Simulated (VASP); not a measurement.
# PbS: single point with PBE

PbS:

```xyz
2
Lattice="0.0000 2.8677 2.8677 2.8677 0.0000 2.8677 2.8677 2.8677 0.0000" Properties=species:S:1:pos:R:3 pbc="T T T"
Pb    0.0000    0.0000    0.0000
S     2.8677    2.8677    2.8677
```

This cell differs from its parent crystal: strain -4.0%.

- Program: VASP 6.6.1
- Task: single point
- Functional: PBE
- Potentials or basis: VASP PAW PBE potentials, release 64 (Pb_d, S)
- Cutoff: 520 eV
- k mesh: 8 × 8 × 8
- Occupations: fermi-dirac, width 0.02 eV
- Spin: no spin polarisation

| Property | Result |
| --- | --- |
| Pressure | 9.7 GPa |
| Band gap on the k mesh | 0.06 eV, direct |

Levels at points of the mesh, in eV from the valence-band top:
```tsv
k point	band 6	band 7	band 8	band 9	band 10	band 11	band 12	band 13	band 14	band 15
(0.00, 0.00, 0.00)	-14.66	-5.92	-2.79	-2.79	-2.79	5.43	5.43	5.43	6.37	6.37
(0.50, 0.00, 0.00)	-13.15	-9.59	-2.31	-2.31	0.00	0.06	1.63	1.63	8.69	9.84
(0.50, 0.50, 0.00)	-12.51	-7.45	-6.20	-4.23	-4.23	3.31	5.84	6.00	6.00	11.17
```

Wall time 34 s on 1 thread of Intel Xeon 8259CL, on a shared host, peak memory 0.18 GiB.

Caveat: the cell differs from its parent crystal (strain -4.0%); spin-orbit coupling is left out, which moves the levels of the heavy elements. A k mesh can miss the band edges.
